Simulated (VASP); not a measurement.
# Be2H3 (P1) in VASP: a series of runs, part 2 of 2

VASP 6.6.1.

## 3. Relaxation of cell and atoms, PBE

INCAR

```
PREC = Accurate
ENCUT = 600
EDIFF = 1E-7
ISMEAR = 0
SIGMA = 0.02
LREAL = False
LASPH = True
NELM = 100
ALGO = Normal
ISIF = 3
LWAVE = False
LCHARG = False
GGA = PE
IBRION = 2
NSW = 100
EDIFFG = -0.01
```

KPOINTS

```
Automatic mesh
0
Gamma
  8 8 6
```

POSCAR

```
Be2H3
1.0
    3.8841948240      0.0000000000      0.0000000000
    1.8923724501      3.6088473418      0.0000000000
    1.8517999398      0.2551130314      5.5419965401
Be H
4 6
Direct
    0.8742695520      0.1755042051      0.9888594569
    0.8660061368      0.4972565003      0.6339870923
    0.4417143049      0.2028967194      0.7544234689
    0.0774335904      0.4701366267      0.1734190573
    0.1015046422      0.8036810744      0.0672972687
    0.1597071533      0.3759287331      0.4060027137
    0.4872680408      0.5184722780      0.6256040553
    0.4713631335      0.1785457682      0.0159201011
    0.7766887136      0.8810323111      0.6446924281
    0.7440447323      0.3965457837      0.1897943577
```

Potentials or basis: VASP PAW PBE potentials, release 64 (Be, H).

Started as:

```console
$ cat potpaw_PBE.64/Be/POTCAR potpaw_PBE.64/H/POTCAR > POTCAR
$ mpirun -np 1 vasp_std > vasp.out
```

OUTCAR:

```text
PREC = Accurate
   ENCUT = 600
   EDIFF = 1E-7
   ISMEAR = 0
   LREAL = False
   LASPH = True
   NELM = 100
   ISIF = 3
   GGA = PE
   IBRION = 2
   NSW = 100
   EDIFFG = -0.01

 ion  position               nearest neighbor table
   1  0.874  0.176  0.989-   5 1.43  10 1.43   8 1.52   3 2.24   2 2.24   4 2.26
   2  0.866  0.497  0.634-   6 1.44   9 1.45   7 1.45   1 2.24   3 2.26   3 2.33
   3  0.442  0.203  0.754-   7 1.42   9 1.42   8 1.55   1 2.24   2 2.26   2 2.33
   4  0.077  0.470  0.173-   5 1.42  10 1.43   6 1.44   8 1.56   1 2.26
   5  0.102  0.804  0.067-   4 1.42   1 1.43
   6  0.160  0.376  0.406-   4 1.44   2 1.44
   7  0.487  0.518  0.626-   3 1.42   2 1.45
   8  0.471  0.179  0.016-   1 1.52   3 1.55   4 1.56
   9  0.777  0.881  0.645-   3 1.42   2 1.45
  10  0.744  0.397  0.190-   1 1.43   4 1.43

  Warning from LATTYP: Got some problem with cell dimensions!
  Tried to take original basis but could not verify dimensions!
  LATTYP: Found a triclinic cell.
 ALAT       =    11.6941673603
 B/A-ratio  =     0.8676113040
 C/A-ratio  =     1.1494698590
 COS(alpha) =     0.0033984126
 COS(beta)  =     0.6714289208
 COS(gamma) =     0.7417439892

  Lattice vectors:

 A1 = (   2.0729673945,   3.0986212790, -11.0839930802)
 A2 = (   7.8089621583,   3.3537343104,  -5.5419965401)
 A3 = (  -7.5877947036,  -0.5102260628, -11.0839930802)

[... 200 lines left out ...]
  in kB        2.5463399      0.5919186      0.3958644     -0.1862300     -0.0814153     -0.7020456
  external PRESSURE =       1.1780410 kB  Pullay stress =       0.0000000 kB
[... 163 lines left out ...]
--------------------------------------- Ionic step        5  -------------------------------------------

 number of electron      14.0000000 magnetization

 Free energy of the ion-electron system (eV)
  ---------------------------------------------------
  ext. energy  EPLUGINS =         0.00000000
  ---------------------------------------------------
  free energy    TOTEN  =       -34.65553264 eV

  energy without entropy =      -34.65553264  energy(sigma->0) =      -34.65553264

 E-fermi :   1.1867     XC(G=0):  -8.4429

 val. band max:        1.0521241052   @ k =   0.0000   0.0000   0.5000
 cond. band min:       2.8597303709   @ k =   0.0000   0.5000   0.5000
 fundamental gap:      1.8076062658
 Fermi energy:         1.1866511609

 k-point     1 :       0.0000    0.0000    0.0000
  band No.  band energies     occupation
      1      -8.5472      2.00000
      2      -5.4301      2.00000
      3      -4.1236      2.00000
      4      -1.9890      2.00000
      5      -1.6053      2.00000
      6      -1.0823      2.00000
      7       0.7646      2.00000
      8       3.7986      0.00000
      9       4.1491      0.00000
     10       5.4063      0.00000
     11       6.2873      0.00000
     12       7.0534      0.00000
     13       8.2231      0.00000
[... 354 lines left out ...]
  band No.  band energies     occupation
      1      -7.5743      2.00000
      2      -4.9203      2.00000
      3      -4.0582      2.00000
      4      -3.5949      2.00000
      5      -2.8785      2.00000
      6      -2.1520      2.00000
      7      -0.3266      2.00000
      8       4.7863      0.00000
      9       5.2544      0.00000
     10       5.7527      0.00000
     11       6.3160      0.00000
     12       7.3454      0.00000
     13       8.4049      0.00000

 [... further k-points ...]
[... 5 lines left out ...]
  --------------------------------------------------------------------------------------
  -------------------------------------------------------------------------------------
  Total        0.0073283     -0.0327801     -0.0207225     -0.0042195     -0.0103151     -0.0047681
  in kB        0.1508688     -0.6748448     -0.4266156     -0.0868680     -0.2123576     -0.0981611
  external PRESSURE =      -0.3168639 kB  Pullay stress =       0.0000000 kB
[... 25 lines left out ...]
  FREE ENERGIE OF THE ION-ELECTRON SYSTEM (eV)
  ---------------------------------------------------
  free  energy   TOTEN  =       -34.6555326391 eV

  energy  without entropy=      -34.6555326391  energy(sigma->0) =      -34.65553264

 reached required accuracy - stopping structural energy minimisation
```

CONTCAR:

```text
Be2H3
   1.00000000000000
     3.8904601116588386   -0.0008948363774250   -0.0017627030879043
     1.8945937289303305    3.6087470057959834   -0.0010884871614915
     1.8522130319734111    0.2543576399891142    5.5416583663248158
  Be              H
     4     6
Direct
     0.8742402315875060    0.1755341569614293    0.9887940226814517
     0.8662068826120927    0.4969818676343329    0.6338957471407345
     0.4419241714206655    0.2028818315470927    0.7546207196877354
     0.0767972841596627    0.4702698551600091    0.1734781303655940
     0.1016483634970536    0.8037635653801277    0.0673484561274398
     0.1597954957382183    0.3758915728303679    0.4059424941536300
     0.4871933322893071    0.5187696212215900    0.6254171185037101
     0.4717102204217593    0.1780876818542336    0.0156716812499120
     0.7766825066290987    0.8811032898305110    0.6446870785246044
     0.7438015114446325    0.3967165575802987    0.1901445515652025

  0.00000000E+00  0.00000000E+00  0.00000000E+00
  0.00000000E+00  0.00000000E+00  0.00000000E+00
  0.00000000E+00  0.00000000E+00  0.00000000E+00
  0.00000000E+00  0.00000000E+00  0.00000000E+00
  0.00000000E+00  0.00000000E+00  0.00000000E+00
  0.00000000E+00  0.00000000E+00  0.00000000E+00
  0.00000000E+00  0.00000000E+00  0.00000000E+00
  0.00000000E+00  0.00000000E+00  0.00000000E+00
  0.00000000E+00  0.00000000E+00  0.00000000E+00
  0.00000000E+00  0.00000000E+00  0.00000000E+00
```

Wall time 18 min (1 thread of Intel Xeon 8259CL, shared host); peak memory 0.38 GiB.

Results:

| Property | Result |
| --- | --- |
| Free energy | -34.6555 eV |
| Relaxed volume | 7.78 Å³/atom |
| Relaxed cell | a = 3.890 Å, b = 4.076 Å, c = 5.849 Å, α = 79.31°, β = 71.56°, γ = 62.31° |
| Space group after relaxing (to 0.1 Å) | P1 (No. 1) |
| Energy gained by relaxing | 0.0 meV/atom |
| Ionic steps | 5 |
| Pressure after relaxing | 0.0 GPa |
| Largest force after relaxing | 0.009 eV/Å |
| Band gap on the k mesh | 1.81 eV (least direct gap 2.11 eV) |

Forces in eV/Å, atoms in the order of the input:
```
Be   0.000 -0.001  0.003
Be  -0.004 -0.001 -0.003
Be   0.002  0.003 -0.001
Be  -0.005  0.000 -0.003
H    0.000  0.001  0.002
H   -0.002  0.000 -0.003
H    0.009 -0.001 -0.001
H    0.004  0.000  0.003
H   -0.003  0.000  0.001
H    0.000 -0.001  0.002
```

Step by step:
| step | energy change (eV) | largest force (eV/Å) | pressure (GPa) | volume (Å³) |
| --- | --- | --- | --- | --- |
| 1 | 0.0000 | 0.0187 | 0.12 | 77.68 |
| 2 | -0.0001 | 0.0108 | 0.05 | 77.75 |
| 3 | -0.0002 | 0.0172 | -0.03 | 77.82 |
| 4 | -0.0002 | 0.0150 | -0.02 | 77.81 |
| 5 | -0.0002 | 0.0088 | -0.03 | 77.82 |

Final structure:
```
Be H
1.0
     3.89046   -0.00089   -0.00176
     1.89459    3.60875   -0.00109
     1.85221    0.25436    5.54166
Be H
4 6
Cartesian
  5.5652 0.8842 5.4778
  5.4856 1.9539 3.5108
  3.5014 0.9237 4.1808
  1.5111 1.7411 0.9607
  2.0430 2.9176 0.3722
  2.0857 1.4596 2.2489
  4.0367 2.0308 3.4644
  2.2016 0.6462 0.0858
  5.8851 3.3430 3.5703
  3.9975 1.4793 1.0520
```

Levels at points of the mesh, in eV from the valence-band top:
| k point | band 5 | band 6 | band 7 | band 8 | band 9 | band 10 |
| --- | --- | --- | --- | --- | --- | --- |
| (0.00, 0.00, 0.00) | -2.66 | -2.13 | -0.29 | 2.75 | 3.10 | 4.35 |
| (0.50, 0.00, 0.00) | -3.81 | -3.42 | -1.78 | 3.09 | 3.26 | 4.47 |
| (0.00, 0.50, 0.00) | -4.39 | -3.04 | -0.89 | 2.01 | 2.17 | 3.99 |
| (0.50, 0.50, 0.00) | -3.99 | -3.67 | -1.58 | 3.80 | 4.26 | 4.56 |
| (0.00, 0.00, 0.50) | -2.81 | -2.21 | 0.00 | 2.24 | 3.52 | 3.66 |
| (0.50, 0.00, 0.50) | -4.03 | -3.33 | -1.25 | 3.60 | 3.69 | 4.19 |
| (0.00, 0.50, 0.50) | -3.42 | -2.53 | -0.30 | 1.81 | 3.34 | 4.69 |
| (0.50, 0.50, 0.50) | -3.88 | -3.53 | -1.46 | 3.01 | 3.46 | 4.06 |

A k mesh can miss the band edges.
